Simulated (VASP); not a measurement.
# CdTe4 (P-43m) in VASP: notebook

The runs below take CdTe4 through single point, with PBE.

Program: VASP 6.6.1. These are calculated values, not measurements. Logs are shortened: lines on timing, memory, paths and dates and some standing lists are left out, and cuts for length are marked.

## 1. The cell of the first run

Symmetry: P-43m, No. 215, cubic system. Conventional cell: a = 5.537 Å, b = 5.537 Å, c = 5.537 Å, α = 90.00°, β = 90.00°, γ = 90.00°. Within 3.8 Å of Cd (site symmetry -43m) lie 4 Te at 2.86 Å. Te (site symmetry 3m) has 1 Cd at 2.86 Å and 3 Te at 3.16 Å within 3.8 Å.

The cell was built from a structure type or drawn by symmetry, and may not be a known phase.

## 2. Single point, PBE

The input, INCAR:

```
SYSTEM = CdTe4
PREC     = Accurate       ! precision mode
ENCUT    = 520            ! plane-wave cutoff, eV
EDIFF    = 1E-7           ! SCF threshold, eV
ISMEAR   = 0              ! smearing method
SIGMA    = 0.1            ! smearing width, eV
LREAL    = .FALSE.        ! projectors in reciprocal space
LASPH    = .TRUE.         ! aspherical terms in the spheres
NELM     = 80             ! most SCF steps
ALGO     = Normal         ! electronic algorithm
ISIF     = 2              ! what is computed and relaxed
LWAVE    = .FALSE.        ! write WAVECAR
LCHARG   = .TRUE.         ! write CHGCAR
GGA      = PE             ! functional
LELF     = .TRUE.         ! ELF
LVHAR    = .TRUE.       
NBANDS   = 26             ! bands
```

The input, KPOINTS:

```
Automatic mesh
0
G
  4 4 4
  0 0 0
```

The input, POSCAR:

```
CdTe4
1.0
    5.5368876017      0.0000000000      0.0000000000
    0.0000000000      5.5368876017      0.0000000000
    0.0000000000      0.0000000000      5.5368876017
Cd Te
1 4
Direct
    0.0000000000      0.0000000000      0.0000000000
    0.2982540744      0.2982540744      0.2982540744
    0.7017459256      0.7017459256      0.2982540744
    0.2982540744      0.7017459256      0.7017459256
    0.7017459256      0.2982540744      0.7017459256
```

Potentials or basis: VASP PAW PBE potentials, release 64 (Cd, Te).

Launch:

```sh
$ cat potpaw_PBE.64/Cd/POTCAR potpaw_PBE.64/Te/POTCAR > POTCAR
$ mpirun -np 1 vasp_std > vasp.out
```

OUTCAR:

```text
SYSTEM = CdTe4
   PREC = Accurate
   ENCUT = 520
   EDIFF = 1E-7
   ISMEAR = 0
   LREAL = .FALSE.
   LASPH = .TRUE.
   NELM = 80
   ISIF = 2
   GGA = PE

 ion  position               nearest neighbor table
   1  0.000  0.000  0.000-   2 2.86   3 2.86   4 2.86   5 2.86
   2  0.298  0.298  0.298-   1 2.86   3 3.16   4 3.16   5 3.16
   3  0.702  0.702  0.298-   1 2.86   2 3.16   4 3.16   5 3.16
   4  0.298  0.702  0.702-   1 2.86   2 3.16   3 3.16   5 3.16
   5  0.702  0.298  0.702-   1 2.86   2 3.16   3 3.16   4 3.16

  LATTYP: Found a simple cubic cell.
 ALAT       =     5.5368876017

  Lattice vectors:

 A1 = (   5.5368876017,   0.0000000000,   0.0000000000)
 A2 = (   0.0000000000,   5.5368876017,   0.0000000000)
 A3 = (   0.0000000000,   0.0000000000,   5.5368876017)

Analysis of symmetry for initial positions (statically):
=====================================================================
 Subroutine PRICEL returns:
 Original cell was already a primitive cell.

 Routine SETGRP: Setting up the symmetry group for a
 simple cubic supercell.

 Subroutine GETGRP returns: Found 24 space group operations
 (whereof 24 operations were pure point group operations)
 out of a pool of 48 trial point group operations.

The static configuration has the point symmetry T_d .

Analysis of symmetry for dynamics (positions and initial velocities):
=====================================================================
 Subroutine PRICEL returns:
 Original cell was already a primitive cell.

 Routine SETGRP: Setting up the symmetry group for a
 simple cubic supercell.

 Subroutine GETGRP returns: Found 24 space group operations
 (whereof 24 operations were pure point group operations)
 out of a pool of 48 trial point group operations.

The dynamic configuration has the point symmetry T_d .

 Subroutine INISYM returns: Found 24 space group operations
 (whereof 24 operations are pure point group operations),
 and found     1 'primitive' translations

----------------------------------------------------------------------------------------

                                     Primitive cell

  volume of cell :     169.7451

  direct lattice vectors                    reciprocal lattice vectors
     5.536887602  0.000000000  0.000000000     0.180606881  0.000000000  0.000000000
     0.000000000  5.536887602  0.000000000     0.000000000  0.180606881  0.000000000
     0.000000000  0.000000000  5.536887602     0.000000000  0.000000000  0.180606881

  length of vectors
     5.536887602  5.536887602  5.536887602     0.180606881  0.180606881  0.180606881

  position of ions in fractional coordinates (direct lattice)
     0.000000000  0.000000000  0.000000000
     0.298254074  0.298254074  0.298254074
     0.701745926  0.701745926  0.298254074
     0.298254074  0.701745926  0.701745926
     0.701745926  0.298254074  0.701745926

  ion indices of the primitive-cell ions
   primitive index   ion index
                 1           1
                 2           2
                 3           3
                 4           4
                 5           5

----------------------------------------------------------------------------------------

 KPOINTS: Automatic mesh

Automatic generation of k-mesh.
 Grid dimensions read from file:
 generate k-points for:    4    4    4

 Generating k-lattice:

  Cartesian coordinates                     Fractional coordinates (reciprocal lattice)
     0.045151720  0.000000000  0.000000000     0.250000000  0.000000000  0.000000000
     0.000000000  0.045151720  0.000000000     0.000000000  0.250000000  0.000000000
     0.000000000  0.000000000  0.045151720     0.000000000  0.000000000  0.250000000

  Length of vectors
     0.045151720  0.045151720  0.045151720

  Shift w.r.t. Gamma in fractional coordinates (k-lattice)
     0.000000000  0.000000000  0.000000000

 Subroutine IBZKPT returns following result:
 ===========================================

 Found     10 irreducible k-points:

 Following reciprocal coordinates:
            Coordinates               Weight
  0.000000  0.000000  0.000000      1.000000
  0.250000  0.000000  0.000000      6.000000
  0.500000  0.000000  0.000000      3.000000
  0.250000  0.250000  0.000000     12.000000
  0.500000  0.250000  0.000000     12.000000
  0.500000  0.500000  0.000000      3.000000
  0.250000  0.250000  0.250000      8.000000
  0.500000  0.250000  0.250000     12.000000
  0.500000  0.500000  0.250000      6.000000
  0.500000  0.500000  0.500000      1.000000
   k-points           NKPTS =     10   k-points in BZ     NKDIM =     10   number of bands    NBANDS=     26
   number of dos      NEDOS =    301   number of ions     NIONS =      5
   total plane-waves  NPLWV =  74088
   dimension x,y,z NGX =    42 NGY =   42 NGZ =   42
   dimension x,y,z NGXF=    84 NGYF=   84 NGZF=   84
   ions per type =               1   4
   NGX,Y,Z   is equivalent  to a cutoff of  12.61, 12.61, 12.61 a.u.
   NGXF,Y,Z  is equivalent  to a cutoff of  25.22, 25.22, 25.22 a.u.
 SYSTEM =  CdTe4
   PREC   = accura    normal or accurate (medium, high low for compatibility)
   ISTART =      0    job   : 0-new  1-cont  2-samecut
   ICHARG =      2    charge: 1-file 2-atom 10-const
   ISPIN  =      1    spin polarized calculation?
   LNONCOLLINEAR =      F non collinear calculations
   LSORBIT =      F    spin-orbit coupling
   LASPH  =      T    aspherical Exc in radial PAW
   ENCUT  =  520.0 eV  38.22 Ry    6.18 a.u.  10.29 10.29 10.29*2*pi/ulx,y,z
   NELM   =     80;   NELMIN=  2; NELMDL= -5     # of ELM steps
   EDIFF  = 0.1E-06   stopping-criterion for ELM
   LREAL  =      F    real-space projection
   EDIFFG = 0.1E-05   stopping-criterion for IOM
   NSW    =      0    number of steps for IOM
   IBRION =     -1    ionic relax: 0-MD 1-quasi-New 2-CG
   NFREE  =      0    steps in history (QN), initial steepest desc. (CG)
   ISIF   =      2    stress and relaxation
   ISYM   =      2    0-nonsym 1-usesym 2-fastsym
   POTIM  = 0.5000    time-step for ionic-motion
   TEBEG  =    0.0;   TEEND  =   0.0 temperature during run
   PSTRESS=    0.0 pullay stress
   NELECT =      36.0000    total number of electrons
   NUPDOWN=      -1.0000    fix difference up-down
   EMIN   =  10.00;   EMAX   =-10.00  energy-range for DOS
   EFERMI =   0.00;   METHOD = LEGACY
   ISMEAR =     0;   SIGMA  =   0.10  broadening in eV -4-tet -1-fermi 0-gaus
   EFERMI_NEDOS =   21; number of points for ismear=-14 and -15
   IALGO  =     38    algorithm
   IMIX   =      4    mixing-type and parameters
     AMIX     =   0.40;   BMIX     =  1.00
     AMIX_MAG =   1.60;   BMIX_MAG =  1.00
  volume/ion in A,a.u.               =      33.95       229.10
  Fermi-wavevector in a.u.,A,eV,Ry     =   0.976285  1.844911 12.968154  0.953132
  Thomas-Fermi vector in A             =   2.106892
   LORBIT       =      0    0 simple, 1 ext, 2 COOP (PROOUT), +10 PAW based schemes
   GGA     = PE    functional components
   LHFCALC =     F    Hartree Fock is set to
   AEXX    =    0.0000 exact exchange contribution
   IVDW    =     0    specifies the selected vdW correction
   LEPSILON=     F    determine dielectric tensor
   LRPA    =     F    only Hartree local field effects (RPA)
 non-spin polarized calculation
 Gauss-broadening in eV      SIGMA  =   0.10
  energy-cutoff  :      520.00
  volume of cell :      169.75
 maximum number of plane-waves:      4632
 NGX is ok and might be reduce to    42
   NGX = 21   NGY = 21   NGZ = 21

 number of electron      36.0000009 magnetization

 Free energy of the ion-electron system (eV)
  ---------------------------------------------------
  ext. energy  EPLUGINS =         0.00000000
  ---------------------------------------------------
  free energy    TOTEN  =       -11.41805745 eV

  energy without entropy =      -11.38325058  energy(sigma->0) =      -11.40065402

 E-fermi :   4.3109     XC(G=0):  -9.0428

 val. band max:        4.2970083552   @ k =   0.5000   0.2500   0.0000
 cond. band min:       4.4378449414   @ k =   0.2500   0.2500   0.0000
 fundamental gap:      0.1408365862
 Fermi energy:         4.3109086599

 k-point     1 :       0.0000    0.0000    0.0000
  band No.  band energies     occupation
      1      -8.3067      2.00000
      2      -5.8425      2.00000
      3      -5.8425      2.00000
      4      -5.8425      2.00000
      5      -4.0329      2.00000
      6      -4.0329      2.00000
[... 18 lines left out ...]
     25       8.4206      0.00000
     26       9.4624      0.00000

 k-point     2 :       0.2500    0.0000    0.0000
  band No.  band energies     occupation
      1      -8.1633      2.00000
      2      -6.1362      2.00000
      3      -5.8360      2.00000
      4      -5.8360      2.00000
      5      -4.0714      2.00000
      6      -4.0298      2.00000
[... 18 lines left out ...]
     25       8.8891      0.00000
     26       9.9972      0.00000

 k-point     3 :       0.5000    0.0000    0.0000
  band No.  band energies     occupation
      1      -7.9745      2.00000
      2      -6.4724      2.00000
      3      -5.8295      2.00000
      4      -5.8295      2.00000
      5      -4.1541      2.00000
      6      -4.0267      2.00000
[... 18 lines left out ...]
     25      10.0574      0.00000
     26      10.0598      0.00000

 k-point     4 :       0.2500    0.2500    0.0000
  band No.  band energies     occupation
      1      -8.0301      2.00000
      2      -6.1119      2.00000
      3      -6.0719      2.00000
      4      -5.8434      2.00000
      5      -4.0896      2.00000
      6      -4.0247      2.00000
[... 18 lines left out ...]
     25       9.2755      0.00000
     26      10.5913      0.00000
[... 90 lines left out ...]
      1      -7.7454      2.00000
      2      -6.3282      2.00000
      3      -6.0475      2.00000
      4      -6.0443      2.00000
      5      -4.1064      2.00000
      6      -4.0141      2.00000
[... 18 lines left out ...]
     25      10.1921      0.00000
     26      10.3980      0.00000

 k-point     9 :       0.5000    0.5000    0.2500
  band No.  band energies     occupation
      1      -7.6053      2.00000
      2      -6.2586      2.00000
      3      -6.2586      2.00000
      4      -6.0635      2.00000
      5      -4.0252      2.00000
      6      -4.0023      2.00000
[... 18 lines left out ...]
     25       9.9986      0.00000
     26      10.8083      0.00000

 k-point    10 :       0.5000    0.5000    0.5000
  band No.  band energies     occupation
      1      -7.4731      2.00000
      2      -6.2422      2.00000
      3      -6.2422      2.00000
      4      -6.2422      2.00000
      5      -3.9993      2.00000
      6      -3.9993      2.00000
[... 18 lines left out ...]
     25       9.2395      0.00000
     26      10.5685      0.00000

------------------------ aborting loop because EDIFF is reached ----------------------------------------

  FORCE on cell =-STRESS in cart. coord.  units (eV):
  Direction    XX          YY          ZZ          XY          YZ          ZX
  --------------------------------------------------------------------------------------
  -------------------------------------------------------------------------------------
  Total       -0.0474080     -0.0474080     -0.0474080      0.0000000     -0.0000000     -0.0000000
  in kB       -0.4474710     -0.4474710     -0.4474710      0.0000000     -0.0000000     -0.0000000
  external PRESSURE =      -0.4474710 kB  Pullay stress =       0.0000000 kB

 VOLUME and BASIS-vectors are now :
 -----------------------------------------------------------------------------
  energy-cutoff  :      520.00
  volume of cell :      169.75
      direct lattice vectors                 reciprocal lattice vectors
     5.536887602  0.000000000  0.000000000     0.180606881  0.000000000  0.000000000
     0.000000000  5.536887602  0.000000000     0.000000000  0.180606881  0.000000000
     0.000000000  0.000000000  5.536887602     0.000000000  0.000000000  0.180606881

 POSITION                                       TOTAL-FORCE (eV/Angst)
 -----------------------------------------------------------------------------------
      0.00000      0.00000      0.00000        -0.000000      0.000000     -0.000000
      1.65140      1.65140      1.65140         0.050118      0.050118      0.050118
      3.88549      3.88549      1.65140        -0.050118     -0.050118      0.050118
      1.65140      3.88549      3.88549         0.050118     -0.050118     -0.050118
      3.88549      1.65140      3.88549        -0.050118      0.050118     -0.050118
 -----------------------------------------------------------------------------------
    total drift:                                0.000000      0.000000      0.000000

  FREE ENERGIE OF THE ION-ELECTRON SYSTEM (eV)
  ---------------------------------------------------
  free  energy   TOTEN  =       -11.4180574513 eV

  energy  without entropy=      -11.3832505821  energy(sigma->0) =      -11.40065402
```

Run time: 27 s. Hardware: 1 thread of AMD EPYC 9R45 (Zen 5), shared host; peak memory 0.23 GiB.

What came out:

```
Free energy            : -11.4181 eV
Pressure               : 0.0 GPa
Largest force          : 0.087 eV/Å
Band gap on the k mesh : zero (bands 18 and 19 overlap by 0.81 eV)
```

Forces on the atoms (eV/Å):
```
Cd   0.000  0.000  0.000
Te   0.050  0.050  0.050
Te  -0.050 -0.050  0.050
Te   0.050 -0.050 -0.050
Te  -0.050  0.050 -0.050
```

Caveat: spin-orbit coupling is left out, which moves the levels of the heavy elements.

## 3. Single point, PBE

This run uses another cell than the first one, of 35.43 Å³/atom.

The input, INCAR:

```
PREC     = Accurate       # precision mode
ENCUT    = 520            # plane-wave cutoff, eV
EDIFF    = 1E-6           # SCF threshold, eV
ISMEAR   = 0              # smearing method
SIGMA    = 0.1            # smearing width, eV
LREAL    = F              # projectors in reciprocal space
LASPH    = T              # aspherical terms in the spheres
NELM     = 80             # most SCF steps
ALGO     = Normal         # electronic algorithm
ISIF     = 2              # what is computed and relaxed
LWAVE    = F              # write WAVECAR
LCHARG   = T              # write CHGCAR
GGA      = PE             # functional
LELF     = T              # ELF
LVHAR    = T            
NBANDS   = 26             # bands
```

The input, KPOINTS:

```
regular mesh
0
Gamma
  4 4 4
```

The input, POSCAR:

```
CdTe4
1.0
    5.6160035200      0.0000000000      0.0000000000
    0.0000000000      5.6160035200      0.0000000000
    0.0000000000      0.0000000000      5.6160035200
Cd Te
1 4
Direct
    0.0000000000      0.0000000000      0.0000000000
    0.2500000000      0.2500000000      0.2500000000
    0.7500000000      0.7500000000      0.2500000000
    0.2500000000      0.7500000000      0.7500000000
    0.7500000000      0.2500000000      0.7500000000
```

Potentials or basis: VASP PAW PBE potentials, release 64 (Cd, Te).

Launch:

```sh
$ cat potpaw_PBE.64/Cd/POTCAR potpaw_PBE.64/Te/POTCAR > POTCAR
$ mpirun -np 1 vasp_std > vasp.out
```

It took 24 s on 1 thread of AMD EPYC 9R45 (Zen 5), shared host; peak memory 0.23 GiB.

The run converged. Its results:

* Free energy: -8.6371 eV
* Pressure: 7.3 GPa
* Band gap on the k mesh: zero (bands 18 and 19 overlap by 0.91 eV)

Levels at points of the mesh, in eV from the Fermi level:
| k point | band 14 | band 15 | band 16 | band 17 | band 18 | band 19 | band 20 | band 21 | band 22 | band 23 |
| --- | --- | --- | --- | --- | --- | --- | --- | --- | --- | --- |
| (0.00, 0.00, 0.00) | -1.44 | -1.44 | -0.54 | -0.54 | -0.54 | 1.42 | 1.42 | 1.42 | 3.85 | 4.16 |
| (0.50, 0.00, 0.00) | -1.75 | -1.75 | -1.19 | -0.97 | -0.13 | -0.13 | 0.44 | 0.44 | 5.31 | 5.56 |
| (0.50, 0.50, 0.00) | -1.51 | -1.51 | -1.41 | -0.89 | 0.38 | 0.38 | 0.64 | 0.76 | 5.88 | 6.16 |
| (0.50, 0.50, 0.50) | 0.33 | 0.33 | 0.33 | 0.64 | 0.64 | 0.64 | 0.82 | 0.82 | 4.30 | 5.76 |

Caveat: the cell stands under pressure; spin-orbit coupling is left out, which moves the levels of the heavy elements.
